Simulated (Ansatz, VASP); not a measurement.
TePb: VASP beside Ansatz

The input INCAR:

```
SYSTEM = TePb
PREC     = Accurate       ! precision mode
ENCUT    = 520            ! plane-wave cutoff, eV
EDIFF    = 1E-6           ! SCF threshold, eV
ISMEAR   = -1             ! smearing method
SIGMA    = 0.1            ! smearing width, eV
LREAL    = .False.        ! projectors in reciprocal space
LASPH    = .True.         ! aspherical terms in the spheres
NELM     = 150            ! most SCF steps
ALGO     = Normal         ! electronic algorithm
ISIF     = 2              ! what is computed and relaxed
LWAVE    = .False.        ! write WAVECAR
LCHARG   = .False.        ! write CHGCAR
MAGMOM   = 0 0 0 0 0 0    ! initial moments
LORBIT   = 11             ! projections on sites
LSORBIT  = .True.         ! spin-orbit coupling
GGA_COMPAT= .False.      
LORBMOM  = .True.       
NBANDS   = 32             ! bands
```

File KPOINTS:

```
regular mesh
0
Gamma
  6 6 6
  0 0 0
```

POSCAR

```
TePb
1.0
    0.0000000000      3.2310000000      3.2310000000
    3.2310000000      0.0000000000      3.2310000000
    3.2310000000      3.2310000000      0.0000000000
Te Pb
1 1
Direct
    0.5000000000      0.5000000000      0.5000000000
    0.0000000000      0.0000000000      0.0000000000
```

Input for Ansatz:

```yaml
crystal:
  lattice:
    - [0.0, 3.231, 3.231]
    - [3.231, 0.0, 3.231]
    - [3.231, 3.231, 0.0]
  atoms:
    - { symbol: Te, position: [0.5, 0.5, 0.5] }
    - { symbol: Pb, position: [0.0, 0.0, 0.0] }
basis:
  ecutwfc: 571.4391111657479
kpoints:
  mp_grid:
    grid: [6, 6, 6]
hamiltonian:
  xc: lda
magnetization:
  noncollinear: true
  spin_orbit: true
scf:
  occupations:
    method: fermi_dirac
output:
  eigenvalues: true
```

Alike in both runs: task single point; functional LDA; k mesh 6 × 6 × 6; non-collinear spin, spin-orbit coupling.

|  | VASP | Ansatz |
| --- | --- | --- |
| version | VASP 6.6.1 | Ansatz 0.2.0 |
| potentials or method | VASP PAW LDA potentials, release 64 (Te, Pb_d), cutoff 520 eV | plane waves, PAW |
| occupations | fermi-dirac, width 0.1 eV | fermi-dirac |
| valence electrons in the cell | 20 | 30 |

|  | VASP | Ansatz | Ansatz less VASP |
| --- | --- | --- | --- |
| net moment per atom (μB) | 0.00 | 0.00 | 0.000 |

LDA's correlation is that of Perdew and Zunger in VASP and of Perdew and Wang (1992) in Ansatz. VASP's potentials hold 20 valence electrons a cell and Ansatz's 30, so a difference there can come from the potentials and not from the codes.
